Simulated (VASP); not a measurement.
The system is Al3Rh2.

```
CELL_PARAMETERS angstrom
5.54071 0.00000 0.00000
0.00000 5.54071 0.00000
0.00000 0.00000 5.54071
ATOMIC_POSITIONS crystal
Al 0.00000 0.50000 0.50000
Al 0.00000 0.50000 0.00000
Al 0.50000 0.00000 0.50000
Al 0.00000 0.00000 0.50000
Al 0.50000 0.00000 0.00000
Al 0.50000 0.50000 0.00000
Rh 0.25000 0.25000 0.25000
Rh 0.25000 0.75000 0.75000
Rh 0.75000 0.75000 0.25000
Rh 0.75000 0.25000 0.75000
```

The cell was built from a structure type or drawn by symmetry, and may not be a known phase.

```yaml
Program: VASP 6.6.1
Task: relaxation of cell and atoms
Functional: PBE
Potentials_or_basis: VASP PAW PBE potentials, release 64 (Al, Rh_pv)
Cutoff: 600 eV
k_mesh: 4 × 4 × 4
Occupations: gaussian, width 0.1 eV
Spin: no spin polarisation
```

At the start: pressure 13.5 GPa; volume 17.01 Å³/atom.

**Question.** How do energy, volume and symmetry change on relaxing?

**Answer.** Over 3 steps the energy falls by 73.6 meV/atom and the volume is 18.95 Å³/atom (+11.4 %); space group Pn-3m (No. 224, to 0.1 Å) before and after.

The path:
| step | energy change (eV) | largest force (eV/Å) | pressure (GPa) | volume (Å³) |
| --- | --- | --- | --- | --- |
| 1 | 0.0000 | 0.0000 | 13.53 | 170.10 |
| 2 | -0.2475 | 0.0000 | -7.72 | 207.97 |
| 3 | -0.7360 | 0.0000 | -0.17 | 189.50 |

Final structure:
```xyz
10
Lattice="5.7438 0.0000 0.0000 0.0000 5.7438 0.0000 0.0000 0.0000 5.7438" Properties=species:S:1:pos:R:3 pbc="T T T"
Al    0.0000    2.8719    2.8719
Al    0.0000    2.8719    0.0000
Al    2.8719    0.0000    2.8719
Al    0.0000    0.0000    2.8719
Al    2.8719    0.0000    0.0000
Al    2.8719    2.8719    0.0000
Rh    1.4360    1.4360    1.4360
Rh    1.4360    4.3079    4.3079
Rh    4.3079    4.3079    1.4360
Rh    4.3079    1.4360    4.3079
```
